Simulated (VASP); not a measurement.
Write the native input for VASP 6.6.1 that does the following.

| Item | Value |
| --- | --- |
| Task | single point |
| Functional | PBEsol |
| Potentials or basis | VASP PAW PBE potentials, release 64 (K_sv, F) |
| Cutoff | 520 eV |
| k mesh | 8 × 8 × 8 |
| Occupations | gaussian, width 0.01 eV |
| Spin | no spin polarisation |
| Dipole correction | no |
| Further INCAR settings | ALGO = Normal; EDIFF = 1e-06; NBANDS = 15 |

The structure of KF lies in POSCAR:

```
KF
1.0
    0.0000000000      2.6674571546      2.6674571546
    2.6674571546      0.0000000000      2.6674571546
    2.6674571546      2.6674571546      0.0000000000
K F
1 1
Direct
    0.0000000000      0.0000000000      0.0000000000
    0.5000000000      0.5000000000      0.5000000000
```

These files were run (other wordings do the same):

INCAR

```
  PREC = Accurate
  ENCUT = 520
  EDIFF = 1E-6
  ISMEAR = 0
  SIGMA = 0.01
  LREAL = F
  LASPH = T
  NELM = 100
  ALGO = Normal
  ISIF = 2
  LWAVE = F
  LCHARG = T
  GGA = PS
  LELF = T
  LVHAR = T
  NBANDS = 15
```

KPOINTS

```
Automatic mesh
0
Gamma
  8 8 8
```

Potentials or basis: VASP PAW PBE potentials, release 64 (K_sv, F).

Command:

```sh
$ cat potpaw_PBE.64/K_sv/POTCAR potpaw_PBE.64/F/POTCAR > POTCAR
$ mpirun -np 1 vasp_std > vasp.out
```

Results of the run:

```
Pressure               : -0.5 GPa
Band gap on the k mesh : 6.05 eV
```

Caveat: the PAW data sets were made with another functional, which shifts forces and pressure a little.

Wall time 13 s on 1 thread of Intel(R) Xeon(R) Platinum 8488C (Sapphire Rapids), on a shared host, peak memory 0.16 GiB.
